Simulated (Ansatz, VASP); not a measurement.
## One calculation of Ni, two programs

Contents of INCAR:

```
SYSTEM = Ni
PREC = Accurate ; ENCUT = 600
EDIFF = 1E-6 ; ISMEAR = 0
SIGMA = 0.1 ; LREAL = .False.
LASPH = .True. ; NELM = 150
ALGO = Normal ; ISIF = 3
LWAVE = .False. ; LCHARG = .False.
ISPIN = 2 ; MAGMOM = 0.81
LORBIT = 11 ; LMAXMIX = 4
GGA = PE ; IBRION = 2
NSW = 100 ; EDIFFG = -0.005
```

KPOINTS

```
regular mesh
0
Gamma
  20 20 20
  0 0 0
```

POSCAR

```
Ni
1.0
    0.0000000000      1.7619350000      1.7619350000
    1.7619350000      0.0000000000      1.7619350000
    1.7619350000      1.7619350000      0.0000000000
Ni
1
Direct
    0.0000000000      0.0000000000      0.0000000000
```

Input for Ansatz:

```yaml
crystal:
  lattice:
    - [0.0, 1.761935, 1.761935]
    - [1.761935, 0.0, 1.761935]
    - [1.761935, 1.761935, 0.0]
  atoms:
    - { symbol: Ni, position: [0.0, 0.0, 0.0], spin: 0.81 }
basis:
  ecutwfc: 420
kpoints:
  mp_grid: { grid: [20, 20, 20] }
hamiltonian:
  xc: pbe
scf:
  occupations: { method: gaussian, width: 0.1 }
output:
  forces: true
  stress: true
  eigenvalues: true
  populations: true
magnetization:
  spin_polarized: true
relax:
  adjacent_minimum: "off"
  f_tol: 0.005
  max_steps: 80
  cell: { stress_tol: 0.05 }
```

Alike in both runs: task relaxation of cell and atoms; functional PBE; k mesh 20 × 20 × 20; occupations gaussian, width 0.1 eV; collinear spin.

```csv
,VASP,Ansatz
version,VASP 6.6.1,Ansatz 0.2.0
potentials or method,"VASP PAW PBE potentials, release 64 (Ni), cutoff 600 eV","scalar-relativistic, plane waves, PAW"
valence electrons in the cell,10,18
```

VASP gave:

| Quantity | Value |
| --- | --- |
| gap on the k mesh at the Fermi level, each at its own relaxed structure (eV) | none |
| net moment per atom (μB) | 0.63 |
| size of the moment on the site where the two differ most (μB) | 0.64 |
| relaxed volume (Å³/atom) | 10.88 |
| relaxed length of the cell vector where the two differ most in proportion (Å) | 2.487 |

Problem. Estimate Ansatz's values.

Solution. gap on the k mesh at the Fermi level, each at its own relaxed structure (eV): none; net moment per atom (μB): 0.64; size of the moment on the site where the two differ most (μB): 0.68; relaxed volume (Å³/atom): 10.89; relaxed length of the cell vector where the two differ most in proportion (Å): 2.488.

Site moments also hang on the region over which each program counts them. A gap of «none» marks a metal or a gap that the smearing closes. VASP's potentials hold 10 valence electrons a cell and Ansatz's 18, so a difference there can come from the potentials and not from the codes.
